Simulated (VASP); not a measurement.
A run of VASP 6.6.1:

Contents of INCAR:

```
  ALGO = Normal
  EDIFF = 1E-6
  ENCUT = 520
  GGA = PE
  ISIF = 2
  ISMEAR = -1
  LASPH = True
  LCHARG = False
  LREAL = False
  LWAVE = False
  NBANDS = 32
  NELM = 80
  PREC = Accurate
  SIGMA = 0.03
```

KPOINTS

```
k-points
0
Gamma
  13 13 8
```

POSCAR

```
Lu
1.0
    3.5455332944      0.0000000000      0.0000000000
   -1.7727666472      3.0705219030      0.0000000000
    0.0000000000      0.0000000000      5.4552680000
Lu
2
Direct
    0.3333333333      0.6666666667      0.2500000000
    0.6666666667      0.3333333333      0.7500000000
```

Potentials or basis: VASP PAW PBE potentials, release 64 (Lu).

Command:

```sh
$ cat potpaw_PBE.64/Lu/POTCAR > POTCAR
$ mpirun -np 1 vasp_std > vasp.out
```

Hardware: 1 thread of Intel Xeon 8259CL (shared host).

Estimate the wall time of this run.

It took 5.5 min on 1 thread of Intel Xeon 8259CL, on a shared host, peak memory 0.3 GiB. Counts: scf iterations 11, k points 105.
